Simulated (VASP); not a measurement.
# LiMg12 (a cell with a defect) in VASP: notebook

The runs below take LiMg12 (a cell with a defect) through relaxation of the atoms, with PBEsol.

All numbers are computed with VASP 6.6.1; they aren't measurements. Logs are shortened: lines on timing, memory, paths and dates and some standing lists are left out, and cuts for length are marked.

## 1. The cell of the first run

The cell holds a defect, 13 atoms: a = 6.420 Å, b = 9.630 Å, c = 5.213 Å, α = 90.00°, β = 90.00°, γ = 120.00°.

## 2. Relaxation of the atoms, PBEsol

INCAR reads:

```
  PREC = Accurate
  ENCUT = 520
  EDIFF = 1E-6
  ISMEAR = 0
  SIGMA = 0.15
  LREAL = False
  LASPH = True
  NELM = 80
  ALGO = Normal
  ISIF = 2
  LWAVE = False
  LCHARG = False
  GGA = PS
  IBRION = 2
  NSW = 80
  EDIFFG = -0.03
```

KPOINTS reads:

```
regular mesh
0
Gamma
  3 2 3
```

POSCAR reads:

```
LiMg12
1.0
    6.4200000000      0.0000000000      0.0000000000
   -4.8150000000      8.3398250000      0.0000000000
    0.0000000000      0.0000000000      5.2130400000
Mg Li
12 1
Direct
    0.0000000000      0.0000000000      0.0000000000
    0.1666667000      0.2222222000      0.5000000000
    0.0000000000      0.3333333000      0.0000000000
    0.1666667000      0.5555556000      0.5000000000
    0.0000000000      0.6666667000      0.0000000000
    0.1666667000      0.8888889000      0.5000000000
    0.5000000000      0.0000000000      0.0000000000
    0.6666667000      0.2222222000      0.5000000000
    0.5000000000      0.3333333000      0.0000000000
    0.6666667000      0.5555556000      0.5000000000
    0.5000000000      0.6666667000      0.0000000000
    0.6666667000      0.8888889000      0.5000000000
    0.8268308000      0.1168281000      0.7588507000
```

Potentials or basis: VASP PAW PBE potentials, release 64 (Mg, Li_sv).

The run is started by

```console
$ cat potpaw_PBE.64/Mg/POTCAR potpaw_PBE.64/Li_sv/POTCAR > POTCAR
$ mpirun -np 1 vasp_std > vasp.out
```

OUTCAR:

```text
PREC = Accurate
   ENCUT = 520
   EDIFF = 1E-6
   ISMEAR = 0
   LREAL = False
   LASPH = True
   NELM = 80
   ISIF = 2
   GGA = PS
   IBRION = 2
   NSW = 80
   EDIFFG = -0.03

 ion  position               nearest neighbor table
   1  0.000  0.000  0.000-  13 2.31  12 3.20  12 3.20   2 3.20   2 3.20   6 3.20   6 3.20   3 3.21
                             5 3.21   9 3.21  11 3.21   7 3.21   7 3.21
   2  0.167  0.222  0.500-  13 2.32   9 3.20   9 3.20   1 3.20   1 3.20   3 3.20   3 3.20   6 3.21
                            12 3.21   8 3.21   8 3.21  10 3.21   4 3.21
   3  0.000  0.333  0.000-  13 2.20   8 3.20   8 3.20   2 3.20   2 3.20   4 3.20   4 3.20   1 3.21
                             7 3.21   9 3.21   9 3.21  11 3.21   5 3.21
   4  0.167  0.556  0.500-  11 3.20  11 3.20   5 3.20   5 3.20   3 3.20   3 3.20   6 3.21  12 3.21
                            10 3.21  10 3.21   8 3.21   2 3.21
   5  0.000  0.667  0.000-  10 3.20  10 3.20   6 3.20   6 3.20   4 3.20   4 3.20   1 3.21   7 3.21
                            11 3.21  11 3.21   9 3.21   3 3.21
   6  0.167  0.889  0.500-   7 3.20   7 3.20   5 3.20   5 3.20   1 3.20   1 3.20   4 3.21   2 3.21
                             8 3.21  10 3.21  12 3.21  12 3.21
   7  0.500  0.000  0.000-  13 2.21   6 3.20   6 3.20   8 3.20   8 3.20  12 3.20  12 3.20  11 3.21
                             9 3.21   3 3.21   5 3.21   1 3.21   1 3.21
   8  0.667  0.222  0.500-  13 2.23   3 3.20   3 3.20   7 3.20   7 3.20   9 3.20   9 3.20  12 3.21
                             6 3.21   2 3.21   2 3.21   4 3.21  10 3.21
   9  0.500  0.333  0.000-   2 3.20   2 3.20   8 3.20   8 3.20  10 3.20  10 3.20   7 3.21   1 3.21
                             3 3.21   3 3.21   5 3.21  11 3.21
  10  0.667  0.556  0.500-   5 3.20   5 3.20  11 3.20  11 3.20   9 3.20   9 3.20  12 3.21   6 3.21
                             4 3.21   4 3.21   2 3.21   8 3.21
  11  0.500  0.667  0.000-   4 3.20   4 3.20  12 3.20  12 3.20  10 3.20  10 3.20   7 3.21   1 3.21
                             5 3.21   5 3.21   3 3.21   9 3.21
  12  0.667  0.889  0.500-  13 2.33   1 3.20   1 3.20  11 3.20  11 3.20   7 3.20   7 3.20  10 3.21
                             8 3.21   2 3.21   4 3.21   6 3.21   6 3.21
  13  0.827  0.117  0.759-   3 2.20   7 2.21   8 2.23   1 2.31   2 2.32  12 2.33

  LATTYP: Found a simple monoclinic cell.
 ALAT       =     6.4200000000
 B/A-ratio  =     0.8120000000
 C/A-ratio  =     1.3228757108
 COS(beta)  =    -0.1889822286

  Lattice vectors:

 A1 = (   6.4200000000,   0.0000000000,   0.0000000000)
 A2 = (   0.0000000000,   0.0000000000,   5.2130400000)
 A3 = (  -1.6050000000,  -8.3398250000,   0.0000000000)

Analysis of symmetry for initial positions (statically):
=====================================================================
 Subroutine PRICEL returns:
 Original cell was already a primitive cell.

 Routine SETGRP: Setting up the symmetry group for a
 simple monoclinic supercell.

 Subroutine GETGRP returns: Found  1 space group operations
 (whereof  1 operations were pure point group operations)
[... 152 lines left out ...]
   PSTRESS=    0.0 pullay stress
   NELECT =      27.0000    total number of electrons
   NUPDOWN=      -1.0000    fix difference up-down
   EMIN   =  10.00;   EMAX   =-10.00  energy-range for DOS
   EFERMI =   0.00;   METHOD = LEGACY
   ISMEAR =     0;   SIGMA  =   0.15  broadening in eV -4-tet -1-fermi 0-gaus
   EFERMI_NEDOS =   21; number of points for ismear=-14 and -15
   IALGO  =     38    algorithm
   IMIX   =      4    mixing-type and parameters
     AMIX     =   0.40;   BMIX     =  1.00
     AMIX_MAG =   1.60;   BMIX_MAG =  1.00
  volume/ion in A,a.u.               =      21.47       144.89
  Fermi-wavevector in a.u.,A,eV,Ry     =   0.751511  1.420149  7.684136  0.564768
  Thomas-Fermi vector in A             =   1.848508
   LORBIT       =      0    0 simple, 1 ext, 2 COOP (PROOUT), +10 PAW based schemes
   GGA     = PS    functional components
   LHFCALC =     F    Hartree Fock is set to
   AEXX    =    0.0000 exact exchange contribution
   IVDW    =     0    specifies the selected vdW correction
   LEPSILON=     F    determine dielectric tensor
   LRPA    =     F    only Hartree local field effects (RPA)
 conjugate gradient relaxation of ions
 non-spin polarized calculation
 Gauss-broadening in eV      SIGMA  =   0.15
  energy-cutoff  :      520.00
  volume of cell :      279.11
 maximum number of plane-waves:      7549
   NGX = 23   NGY = 35   NGZ = 19

--------------------------------------- Ionic step        1  -------------------------------------------

 number of electron      26.9999998 magnetization

 Free energy of the ion-electron system (eV)
  ---------------------------------------------------
  ext. energy  EPLUGINS =         0.00000000
  ---------------------------------------------------
  free energy    TOTEN  =       -19.85697895 eV

  energy without entropy =      -19.76896822  energy(sigma->0) =      -19.81297358

------------------------ aborting loop because EDIFF is reached ----------------------------------------

  FORCE on cell =-STRESS in cart. coord.  units (eV):
  Direction    XX          YY          ZZ          XY          YZ          ZX
  --------------------------------------------------------------------------------------
  -------------------------------------------------------------------------------------
  Total        3.3404329      4.3477762      5.3306175      0.0578036      0.0495480      0.1340149
  in kB       19.1747766     24.9571356     30.5988482      0.3318049      0.2844160      0.7692735
  external PRESSURE =      24.9102534 kB  Pullay stress =       0.0000000 kB
[... 122 lines left out ...]
  FREE ENERGIE OF THE ION-ELECTRON SYSTEM (eV)
  ---------------------------------------------------
  free  energy   TOTEN  =       -20.7141512970 eV

  energy  without entropy=      -20.6296721630  energy(sigma->0) =      -20.67191173

[... ionic steps 4 to 10 ...]

--------------------------------------- Ionic step       11  -------------------------------------------

 number of electron      27.0000001 magnetization

------------------------ aborting loop because EDIFF is reached ----------------------------------------
[... 89 lines left out ...]
--------------------------------------- Ionic step       13  -------------------------------------------

 number of electron      27.0000000 magnetization

 Free energy of the ion-electron system (eV)
  ---------------------------------------------------
  ext. energy  EPLUGINS =         0.00000000
  ---------------------------------------------------
  free energy    TOTEN  =       -20.87526672 eV

  energy without entropy =      -20.78785609  energy(sigma->0) =      -20.83156141

 E-fermi :   2.6883     XC(G=0):  -8.6177

 val. band max:        2.6409820925   @ k =   0.0000   0.5000   0.0000
 cond. band min:       2.7077062892   @ k =   0.3333   0.0000   0.0000
 fundamental gap:      0.0667241967
 Fermi energy:         2.6882965274

 k-point     1 :       0.0000    0.0000    0.0000
  band No.  band energies     occupation
      1     -43.1851      2.00000
      2      -4.2268      2.00000
      3      -2.2284      2.00000
      4      -1.9931      2.00000
      5      -0.5879      2.00000
      6      -0.4839      2.00000
[... 259 lines left out ...]
  FREE ENERGIE OF THE ION-ELECTRON SYSTEM (eV)
  ---------------------------------------------------
  free  energy   TOTEN  =       -20.8752667215 eV

  energy  without entropy=      -20.7878560887  energy(sigma->0) =      -20.83156141

 reached required accuracy - stopping structural energy minimisation
```

OSZICAR:

```text
N       E                     dE             d eps       ncg     rms          rms(c)
DAV:   1     0.419797718086E+02    0.41980E+02   -0.87392E+03   400   0.101E+03
DAV:   2    -0.140147517408E+02   -0.55995E+02   -0.53913E+02   464   0.138E+02
DAV:   3    -0.210549593236E+02   -0.70402E+01   -0.68362E+01   740   0.288E+01
[... 98 lines left out ...]
DAV:   1    -0.208750385280E+02   -0.18072E-02   -0.12320E-01   400   0.246E+00    0.386E-02
DAV:   2    -0.208752574447E+02   -0.21892E-03   -0.26520E-03   444   0.337E-01    0.222E-02
DAV:   3    -0.208752650734E+02   -0.76287E-05   -0.83359E-05   660   0.504E-02    0.102E-02
DAV:   4    -0.208752666712E+02   -0.15978E-05   -0.43550E-06   488   0.116E-02    0.238E-03
DAV:   5    -0.208752667215E+02   -0.50307E-07   -0.18994E-07   308   0.298E-03
  13 F= -.20875267E+02 E0= -.20831561E+02  d E =-.203495E-02
```

Run time: 8.4 min. Hardware: 1 thread of Intel Xeon Platinum 8559C (Emerald Rapids), shared host; peak memory 0.39 GiB.

What came out:

```yaml
Free_energy: -20.8753 eV
Energy_gained_by_relaxing: 78.3 meV/atom
Ionic_steps: 13
Largest_force_after_relaxing: 0.029 eV/Å
Band_gap_on_the_k_mesh: zero (an odd number of electrons rules out a gap without spin polarisation)
```

Forces on the atoms (eV/Å):
```
Mg  -0.015 -0.012  0.007
Mg  -0.008  0.015 -0.006
Mg   0.008 -0.007 -0.015
Mg  -0.006  0.011 -0.008
Mg  -0.025 -0.010 -0.012
Mg  -0.007  0.005 -0.013
Mg   0.010 -0.016  0.009
Mg   0.011  0.018 -0.014
Mg   0.011 -0.005  0.013
Mg   0.021  0.007  0.011
Mg   0.010 -0.005  0.007
Mg   0.000  0.001  0.013
Li  -0.012 -0.002  0.008
```

The path:
```
step  energy change (eV)  largest force (eV/Å)  pressure (GPa)
   1              0.0000                1.6319            2.49
   2             -0.4577                1.0120            2.08
   3             -0.8572                0.4167            2.01
   4             -0.8635                0.3748            1.95
   5             -0.9097                0.3061            1.92
   6             -0.9479                0.2037            1.92
   7             -0.9706                0.1304            1.89
   8             -0.9940                0.1294            1.88
   9             -1.0067                0.0655            1.88
  10             -1.0112                0.0666            1.90
  11             -1.0148                0.0400            1.90
  12             -1.0163                0.0503            1.90
  13             -1.0183                0.0294            1.89
```

Final structure:
```yaml
crystal:
  lattice:
    - [6.42000, 0.00000, 0.00000]
    - [-4.81500, 8.33982, 0.00000]
    - [0.00000, 0.00000, 5.21304]
  atoms:
    - { symbol: Mg, position: [0.00291, 0.98121, 0.04426] }
    - { symbol: Mg, position: [0.19519, 0.23672, 0.45562] }
    - { symbol: Mg, position: [0.02829, 0.36594, 0.02167] }
    - { symbol: Mg, position: [0.16012, 0.55451, 0.51781] }
    - { symbol: Mg, position: [0.99545, 0.66366, 0.01465] }
    - { symbol: Mg, position: [0.17145, 0.89750, 0.54470] }
    - { symbol: Mg, position: [0.46542, 0.98172, 0.04742] }
    - { symbol: Mg, position: [0.66291, 0.24176, 0.45010] }
    - { symbol: Mg, position: [0.49542, 0.32392, 0.95440] }
    - { symbol: Mg, position: [0.66715, 0.55809, 0.48597] }
    - { symbol: Mg, position: [0.50699, 0.66985, 0.98497] }
    - { symbol: Mg, position: [0.64525, 0.86130, 0.48268] }
    - { symbol: Li, position: [0.83028, 0.11395, 0.75460] }
```

Caveat: the k points lie up to 0.40 Å⁻¹ apart, too coarse for converged energies and pressures of a metal; the cutoff is under 1.25 times the usual one of these potentials, so pressure, stress and relaxed cells hold a basis-set (Pulay) error; the PAW data sets were made with another functional, which shifts forces and pressure a little.

## 3. Relaxation of the atoms, PBEsol

INCAR reads:

```
SYSTEM = LiMg12
  ALGO = Normal
  EDIFF = 1E-6
  EDIFFG = -0.03
  ENCUT = 520
  GGA = PS
  IBRION = 2
  ISIF = 2
  ISMEAR = 0
  LASPH = .TRUE.
  LCHARG = .FALSE.
  LREAL = .FALSE.
  LWAVE = .FALSE.
  NELM = 60
  NSW = 80
  PREC = Accurate
  SIGMA = 0.15
```

KPOINTS reads:

```
k-points
0
G
  3 2 3
  0 0 0
```

POSCAR reads:

```
LiMg12
1.0
    6.4200000000      0.0000000000      0.0000000000
   -4.8150000000      8.3398250000      0.0000000000
    0.0000000000      0.0000000000      5.2130400000
Mg Li
12 1
Direct
    0.0000000000      0.0000000000      0.0000000000
    0.1666666600      0.2222222100      0.5000000000
   -0.0000000100      0.3333333200      0.0000000000
    0.1666666500      0.5555555300      0.5000000000
   -0.0000000200      0.6666666400      0.0000000000
    0.1666666400      0.8888888500      0.5000000000
    0.5000000000      0.0000000000      0.0000000000
    0.6666666600      0.2222222100      0.5000000000
    0.4999999900      0.3333333200      0.0000000000
    0.6666666500      0.5555555300      0.5000000000
    0.4999999800      0.6666666400      0.0000000000
    0.6666666400      0.8888888500      0.5000000000
    0.8158338400      0.1111565700      0.2476431000
```

Potentials or basis: VASP PAW PBE potentials, release 64 (Mg, Li_sv).

The run is started by

```console
$ cat potpaw_PBE.64/Mg/POTCAR potpaw_PBE.64/Li_sv/POTCAR > POTCAR
$ mpirun -np 1 vasp_std > vasp.out
```

Run time: 9.7 min. Hardware: 1 thread of Intel Xeon Platinum 8559C (Emerald Rapids), shared host; peak memory 0.39 GiB.

Results (log left out):

| Quantity | Value |
| --- | --- |
| Free energy | -20.8791 eV |
| Energy gained by relaxing | 79.5 meV/atom |
| Ionic steps | 17 |
| Largest force after relaxing | 0.030 eV/Å |
| Band gap on the k mesh | zero (an odd number of electrons rules out a gap without spin polarisation) |

Forces on the atoms (eV/Å):
```
Mg  -0.003  0.015  0.016
Mg  -0.012 -0.010 -0.025
Mg  -0.001 -0.012  0.000
Mg   0.013  0.005  0.004
Mg   0.001 -0.004 -0.004
Mg   0.013  0.000 -0.010
Mg  -0.017 -0.021 -0.013
Mg  -0.002  0.000  0.009
Mg   0.000 -0.003  0.013
Mg  -0.001  0.003  0.005
Mg  -0.009  0.004 -0.004
Mg   0.017  0.007  0.012
Li   0.000  0.016 -0.003
```

Step by step:
```
step  energy change (eV)  largest force (eV/Å)  pressure (GPa)
   1              0.0000                1.7287            2.49
   2             -0.4678                1.0223            2.08
   3             -0.8613                0.4645            2.00
   4             -0.8677                0.4114            1.95
   5             -0.9185                0.3100            1.92
   6             -0.9584                0.2461            1.92
   7             -0.9827                0.1613            1.90
   8             -1.0066                0.1147            1.89
   9             -1.0186                0.0674            1.89
  10             -1.0223                0.0671            1.90
  11             -1.0261                0.0434            1.89
  12             -1.0274                0.0545            1.89
  13             -1.0296                0.0319            1.89
  14             -1.0301                0.0435            1.89
  15             -1.0318                0.0382            1.89
  16             -1.0323                0.0419            1.90
  17             -1.0333                0.0297            1.90
```

Final structure:
```
Mg Li
1.0
     6.42000    0.00000    0.00000
    -4.81500    8.33982    0.00000
     0.00000    0.00000    5.21304
Mg Li
12 1
Cartesian
  1.6905 8.1763 4.9699
  0.0962 1.9938 2.8367
  -1.5591 3.0498 5.1494
  -1.6519 4.6469 2.5458
  3.1754 5.5175 5.1544
  -3.2259 7.5147 2.3592
  -1.7349 8.1533 4.9283
  3.1060 2.0519 2.9000
  1.6415 2.6723 0.2452
  1.6052 4.6581 2.6632
  0.0362 5.5681 0.0676
  0.0027 7.1586 2.6726
  4.7307 0.9244 1.2899
```

Levels at points of the mesh, in eV from the Fermi level:
```
           k point  band 11  band 12  band 13  band 14  band 15  band 16
(0.00, 0.00, 0.00)    -0.43    -0.10     0.06     0.25     0.37     0.68
(0.00, 0.50, 0.00)    -1.03    -1.03    -0.84    -0.42    -0.04     1.62
```

Caveat: the k points lie up to 0.40 Å⁻¹ apart, too coarse for converged energies and pressures of a metal; the cutoff is under 1.25 times the usual one of these potentials, so pressure, stress and relaxed cells hold a basis-set (Pulay) error; the PAW data sets were made with another functional, which shifts forces and pressure a little.

The gap in the log of VASP goes by the Fermi energy; the results here count the filled bands.